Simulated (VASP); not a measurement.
# BeS (F-43m) in VASP: a series of runs

The runs below take BeS through relaxation of cell and atoms, with PBE, PBEsol, LDA.

Everything below comes from runs of VASP 6.6.1. Logs are shortened: lines on timing, memory, paths and dates and some standing lists are left out, and cuts for length are marked.

### Step 1. The cell of the first run

It takes space group F-43m (No. 216, cubic). The conventional cell has a = 4.850 Å, b = 4.850 Å, c = 4.850 Å, α = 90.00°, β = 90.00°, γ = 90.00°. Be (site symmetry -43m) has 4 S at 2.10 Å within 2.8 Å. Within 2.8 Å of S (site symmetry -43m) lie 4 Be at 2.10 Å.

### Step 2. Relaxation of cell and atoms, PBE

INCAR reads:

```
SYSTEM = BeS
PREC = Accurate
ENCUT = 600
EDIFF = 1E-6
ISMEAR = -1
SIGMA = 0.02
LREAL = .FALSE.
LASPH = .TRUE.
NELM = 60
ALGO = Normal
ISIF = 3
LWAVE = .FALSE.
LCHARG = .FALSE.
GGA = PE
IBRION = 2
NSW = 80
EDIFFG = -0.005
```

KPOINTS reads:

```
regular mesh
0
G
  8 8 8
  0 0 0
```

POSCAR reads:

```
BeS
1.0
    0.0000000000      2.4250000000      2.4250000000
    2.4250000000      0.0000000000      2.4250000000
    2.4250000000      2.4250000000      0.0000000000
Be S
1 1
Direct
    0.0000000000      0.0000000000      0.0000000000
    0.2500000000      0.2500000000      0.2500000000
```

Potentials or basis: VASP PAW PBE potentials, release 64 (Be, S).

Started as:

```
> cat potpaw_PBE.64/Be/POTCAR potpaw_PBE.64/S/POTCAR > POTCAR
> mpirun -np 1 vasp_std > vasp.out
```

OUTCAR:

```text
SYSTEM = BeS
   PREC = Accurate
   ENCUT = 600
   EDIFF = 1E-6
   ISMEAR = -1
   LREAL = .FALSE.
   LASPH = .TRUE.
   NELM = 60
   ISIF = 3
   GGA = PE
   IBRION = 2
   NSW = 80
   EDIFFG = -0.005

 ion  position               nearest neighbor table
   1  0.000  0.000  0.000-   2 2.10   2 2.10   2 2.10   2 2.10
   2  0.250  0.250  0.250-   1 2.10   1 2.10   1 2.10   1 2.10

  LATTYP: Found a face centered cubic cell.
 ALAT       =     4.8500000000

  Lattice vectors:

 A1 = (   0.0000000000,   2.4250000000,   2.4250000000)
 A2 = (   2.4250000000,   0.0000000000,   2.4250000000)
 A3 = (   2.4250000000,   2.4250000000,   0.0000000000)

Analysis of symmetry for initial positions (statically):
=====================================================================
 Subroutine PRICEL returns:
 Original cell was already a primitive cell.

 Routine SETGRP: Setting up the symmetry group for a
 face centered cubic supercell.

 Subroutine GETGRP returns: Found 24 space group operations
 (whereof 24 operations were pure point group operations)
 out of a pool of 48 trial point group operations.

The static configuration has the point symmetry T_d .

Analysis of symmetry for dynamics (positions and initial velocities):
=====================================================================
 Subroutine PRICEL returns:
 Original cell was already a primitive cell.

 Routine SETGRP: Setting up the symmetry group for a
 face centered cubic supercell.

 Subroutine GETGRP returns: Found 24 space group operations
 (whereof 24 operations were pure point group operations)
 out of a pool of 48 trial point group operations.

The dynamic configuration has the point symmetry T_d .

 Subroutine INISYM returns: Found 24 space group operations
 (whereof 24 operations are pure point group operations),
 and found     1 'primitive' translations

----------------------------------------------------------------------------------------

                                     Primitive cell

  volume of cell :      28.5210

  direct lattice vectors                    reciprocal lattice vectors
     0.000000000  2.425000000  2.425000000    -0.206185567  0.206185567  0.206185567
     2.425000000  0.000000000  2.425000000     0.206185567 -0.206185567  0.206185567
     2.425000000  2.425000000  0.000000000     0.206185567  0.206185567 -0.206185567

  length of vectors
[... 95 lines left out ...]
   EMIN   =  10.00;   EMAX   =-10.00  energy-range for DOS
   EFERMI =   0.00;   METHOD = LEGACY
   ISMEAR =    -1;   SIGMA  =   0.02  broadening in eV -4-tet -1-fermi 0-gaus
   EFERMI_NEDOS =   21; number of points for ismear=-14 and -15
   IALGO  =     38    algorithm
   IMIX   =      4    mixing-type and parameters
     AMIX     =   0.40;   BMIX     =  1.00
     AMIX_MAG =   1.60;   BMIX_MAG =  1.00
  volume/ion in A,a.u.               =      14.26        96.23
  Fermi-wavevector in a.u.,A,eV,Ry     =   1.071642  2.025110 15.625158  1.148417
  Thomas-Fermi vector in A             =   2.207388
   LORBIT       =      0    0 simple, 1 ext, 2 COOP (PROOUT), +10 PAW based schemes
   GGA     = PE    functional components
   LHFCALC =     F    Hartree Fock is set to
   AEXX    =    0.0000 exact exchange contribution
   IVDW    =     0    specifies the selected vdW correction
   LEPSILON=     F    determine dielectric tensor
   LRPA    =     F    only Hartree local field effects (RPA)
 conjugate gradient relaxation of ions
 non-spin polarized calculation
  energy-cutoff  :      600.00
  volume of cell :       28.52
 maximum number of plane-waves:       961
   NGX = 13   NGY = 13   NGZ = 13

--------------------------------------- Ionic step        1  -------------------------------------------

 number of electron       7.9999999 magnetization

 Free energy of the ion-electron system (eV)
  ---------------------------------------------------
  ext. energy  EPLUGINS =         0.00000000
  ---------------------------------------------------
  free energy    TOTEN  =       -10.01120715 eV

  energy without entropy =      -10.01120715  energy(sigma->0) =      -10.01120715

------------------------ aborting loop because EDIFF is reached ----------------------------------------

  FORCE on cell =-STRESS in cart. coord.  units (eV):
  Direction    XX          YY          ZZ          XY          YZ          ZX
  --------------------------------------------------------------------------------------
  -------------------------------------------------------------------------------------
  Total        0.2831610      0.2831610      0.2831610     -0.0000000      0.0000000     -0.0000000
  in kB       15.9066514     15.9066514     15.9066514     -0.0000000      0.0000000     -0.0000000
  external PRESSURE =      15.9066514 kB  Pullay stress =       0.0000000 kB
[... 59 lines left out ...]
--------------------------------------- Ionic step        3  -------------------------------------------

 number of electron       7.9999999 magnetization

 Free energy of the ion-electron system (eV)
  ---------------------------------------------------
  ext. energy  EPLUGINS =         0.00000000
  ---------------------------------------------------
  free energy    TOTEN  =       -10.01351301 eV

  energy without entropy =      -10.01351301  energy(sigma->0) =      -10.01351301

 E-fermi :   4.4075     XC(G=0):  -9.6624

 val. band max:        4.0066363616   @ k =   0.0000   0.0000   0.0000
 cond. band min:       7.1538684918   @ k =   0.5000   0.5000   0.0000
 fundamental gap:      3.1472321302
 Fermi energy:         4.4074950590

 k-point     1 :       0.0000    0.0000    0.0000
  band No.  band energies     occupation
      1      -9.5762      2.00000
      2       4.0066      2.00000
      3       4.0066      2.00000
      4       4.0066      2.00000
      5       9.6827      0.00000
      6       9.6827      0.00000
      7       9.6827      0.00000
      8       9.7548      0.00000
[... 243 lines left out ...]
 k-point    24 :      -0.3750    0.2500    0.1250
  band No.  band energies     occupation
      1      -7.7429      2.00000
      2      -1.1503      2.00000
      3       1.2829      2.00000
      4       2.2112      2.00000
      5      10.1135      0.00000
      6      10.5561      0.00000
      7      13.0687      0.00000
      8      14.4496      0.00000

 [... further k-points ...]

------------------------ aborting loop because EDIFF is reached ----------------------------------------

  FORCE on cell =-STRESS in cart. coord.  units (eV):
  Direction    XX          YY          ZZ          XY          YZ          ZX
  --------------------------------------------------------------------------------------
  -------------------------------------------------------------------------------------
  Total       -0.0020369     -0.0020369     -0.0020369     -0.0000000      0.0000000     -0.0000000
  in kB       -0.1125578     -0.1125578     -0.1125578     -0.0000000      0.0000000     -0.0000000
  external PRESSURE =      -0.1125578 kB  Pullay stress =       0.0000000 kB
[... 17 lines left out ...]
  FREE ENERGIE OF THE ION-ELECTRON SYSTEM (eV)
  ---------------------------------------------------
  free  energy   TOTEN  =       -10.0135130069 eV

  energy  without entropy=      -10.0135130069  energy(sigma->0) =      -10.01351301

 reached required accuracy - stopping structural energy minimisation
```

Run time: 24 s. Hardware: 1 thread of Intel Xeon 8259CL, shared host; peak memory 0.15 GiB.

Results:

* Free energy: -10.0135 eV
* Relaxed volume: 14.50 Å³/atom
* Relaxed cell: a = 3.448 Å, b = 3.448 Å, c = 3.448 Å, α = 60.00°, β = 60.00°, γ = 60.00°
* Space group after relaxing (to 0.05 Å): F-43m (No. 216)
* Energy gained by relaxing: 1.2 meV/atom
* Ionic steps: 3
* Pressure after relaxing: 0.0 GPa
* Band gap on the k mesh: 3.15 eV, indirect (least direct gap 5.68 eV)

Step by step:
| step | energy change (eV) | largest force (eV/Å) | pressure (GPa) | volume (Å³) |
| --- | --- | --- | --- | --- |
| 1 | 0.0000 | 0.0000 | 1.59 | 28.52 |
| 2 | -0.0022 | 0.0000 | -0.37 | 29.11 |
| 3 | -0.0023 | 0.0000 | -0.01 | 28.99 |

Final structure:
```cif
data_structure
_symmetry_space_group_name_H-M 'P 1'
_symmetry_Int_Tables_number 1
_cell_length_a 3.4483
_cell_length_b 3.4483
_cell_length_c 3.4483
_cell_angle_alpha 60.000
_cell_angle_beta 60.000
_cell_angle_gamma 60.000
_cell_volume 28.99
loop_
_atom_site_label
_atom_site_type_symbol
_atom_site_fract_x
_atom_site_fract_y
_atom_site_fract_z
_atom_site_occupancy
Be1 Be 0.00000 0.00000 0.00000 1
S1 S 0.25000 0.25000 0.25000 1
```

A k mesh can miss the band edges. Zero-point motion and thermal expansion aren't in these numbers.

### Step 3. Relaxation of cell and atoms, PBEsol

This run uses another cell than the first one, of 14.49 Å³/atom, 1.016 times its volume.

INCAR reads:

```
SYSTEM = BeS
ALGO = Normal
EDIFF = 1E-7
EDIFFG = -0.005
ENCUT = 600
GGA = PS
IBRION = 2
ISIF = 3
ISMEAR = -1
LASPH = .TRUE.
LCHARG = .FALSE.
LREAL = .FALSE.
LWAVE = .FALSE.
NELM = 80
NSW = 80
PREC = Accurate
SIGMA = 0.02
```

KPOINTS reads:

```
k-points
0
G
  8 8 8
  0 0 0
```

POSCAR reads:

```
BeS
1.0
    0.0000000000      2.4379189248      2.4379189248
    2.4379189248      0.0000000000      2.4379189248
    2.4379189248      2.4379189248      0.0000000000
Be S
1 1
Direct
    0.0000000000      0.0000000000      0.0000000000
    0.2500000000      0.2500000000      0.2500000000
```

Potentials or basis: VASP PAW PBE potentials, release 64 (Be, S).

Started as:

```
> cat potpaw_PBE.64/Be/POTCAR potpaw_PBE.64/S/POTCAR > POTCAR
> mpirun -np 1 vasp_std > vasp.out
```

Wall time 28 s (1 thread of Intel Xeon 8259CL, shared host); peak memory 0.15 GiB.

Results (log left out):

- Free energy: -10.5644 eV
- Relaxed volume: 14.18 Å³/atom
- Relaxed cell: a = 3.423 Å, b = 3.423 Å, c = 3.423 Å, α = 60.00°, β = 60.00°, γ = 60.00°
- Space group after relaxing (to 0.05 Å): F-43m (No. 216)
- Energy gained by relaxing: 2.0 meV/atom
- Ionic steps: 3
- Pressure after relaxing: 0.0 GPa
- Band gap on the k mesh: 2.92 eV, indirect (least direct gap 5.61 eV)

The path:
| step | energy change (eV) | largest force (eV/Å) | pressure (GPa) | volume (Å³) |
| --- | --- | --- | --- | --- |
| 1 | 0.0000 | 0.0000 | -2.00 | 28.98 |
| 2 | -0.0037 | 0.0000 | 0.47 | 28.23 |
| 3 | -0.0039 | 0.0000 | 0.00 | 28.36 |

Final structure:
```cif
data_structure
_symmetry_space_group_name_H-M 'P 1'
_symmetry_Int_Tables_number 1
_cell_length_a 3.4231
_cell_length_b 3.4231
_cell_length_c 3.4231
_cell_angle_alpha 60.000
_cell_angle_beta 60.000
_cell_angle_gamma 60.000
_cell_volume 28.36
loop_
_atom_site_label
_atom_site_type_symbol
_atom_site_fract_x
_atom_site_fract_y
_atom_site_fract_z
_atom_site_occupancy
Be1 Be 0.00000 0.00000 0.00000 1
S1 S 0.25000 0.25000 0.25000 1
```

Levels at points of the mesh, in eV from the valence-band top:
```csv
k point,band 2,band 3,band 4,band 5,band 6,band 7
"(0.00, 0.00, 0.00)",0.00,0.00,0.00,5.61,5.61,5.61
"(0.50, 0.00, 0.00)",-5.90,-1.05,-1.05,5.40,6.48,6.48
"(0.50, 0.50, 0.00)",-5.10,-2.69,-2.69,2.92,4.81,12.79
```

Caveat: the PAW data sets were made with another functional, which shifts forces and pressure a little.

### Step 4. Relaxation of cell and atoms, LDA

This run uses another cell than the first one, of 14.49 Å³/atom, 1.016 times its volume.

INCAR reads:

```
SYSTEM = BeS
ALGO = Normal
EDIFF = 1E-6
EDIFFG = -0.005
ENCUT = 600
GGA = CA
IBRION = 2
ISIF = 3
ISMEAR = -1
LASPH = .True.
LCHARG = .False.
LREAL = .False.
LWAVE = .False.
NELM = 100
NSW = 80
PREC = Accurate
SIGMA = 0.02
```

KPOINTS reads:

```
k-points
0
Gamma
  8 8 8
  0 0 0
```

POSCAR is that of step 3.

Potentials or basis: VASP PAW LDA potentials, release 64 (Be, S).

Started as:

```
> cat potpaw_LDA.64/Be/POTCAR potpaw_LDA.64/S/POTCAR > POTCAR
> mpirun -np 1 vasp_std > vasp.out
```

Wall time 19 s (1 thread of Intel Xeon 8259CL, shared host); peak memory 0.14 GiB.

The run converged. Its results:

* Free energy: -11.1427 eV
* Relaxed volume: 13.80 Å³/atom
* Relaxed cell: a = 3.392 Å, b = 3.392 Å, c = 3.392 Å, α = 60.00°, β = 60.00°, γ = 60.00°
* Space group after relaxing (to 0.05 Å): F-43m (No. 216)
* Energy gained by relaxing: 10.1 meV/atom
* Ionic steps: 3
* Pressure after relaxing: 0.0 GPa
* Band gap on the k mesh: 2.83 eV, indirect (least direct gap 5.53 eV)

The path:
```csv
step,energy change (eV),largest force (eV/Å),pressure (GPa),volume (Å³)
1,0.0000,0.0000,-4.53,28.98
2,-0.0191,0.0000,1.18,27.29
3,-0.0202,0.0000,0.00,27.60
```

Final structure:
```
CELL_PARAMETERS angstrom
0.00000 2.39866 2.39866
2.39866 0.00000 2.39866
2.39866 2.39866 0.00000
ATOMIC_POSITIONS crystal
Be 0.00000 0.00000 0.00000
S 0.25000 0.25000 0.25000
```

Levels at points of the mesh, in eV from the valence-band top:
```
           k point  band 1  band 2  band 3  band 4  band 5  band 6  band 7  band 8
(0.00, 0.00, 0.00)  -13.88    0.00    0.00    0.00    5.53    5.53    5.53    5.96
(0.50, 0.00, 0.00)  -12.16   -6.06   -1.09   -1.09    5.48    6.43    6.43   11.07
(0.50, 0.50, 0.00)  -11.58   -5.21   -2.79   -2.79    2.83    4.77   12.88   12.88
```

### Step 5. Summary

```tsv
level	potentials or basis	cell	gap on the mesh (eV)	pressure (GPa)	relaxed volume (Å³/atom)
PBE	VASP PAW PBE potentials, release 64 (Be, S)	relaxed from a = 3.429 Å, angles 60.0°, 2 atoms	3.15	0.0	14.50
PBEsol	VASP PAW PBE potentials, release 64 (Be, S)	relaxed from a = 3.448 Å, angles 60.0°, 2 atoms	2.92	0.0	14.18
LDA	VASP PAW LDA potentials, release 64 (Be, S)	relaxed from a = 3.448 Å, angles 60.0°, 2 atoms	2.83	0.0	13.80
```

Alike in all rows: task relaxation of cell and atoms; no spin polarisation; k mesh 8 × 8 × 8; cutoff (eV) 600; smearing fermi-dirac 0.02 eV.

Caveats: the PAW data sets were made with another functional, which shifts forces and pressure a little (some runs).

Absolute energies hang on the potentials; compare differences alone.
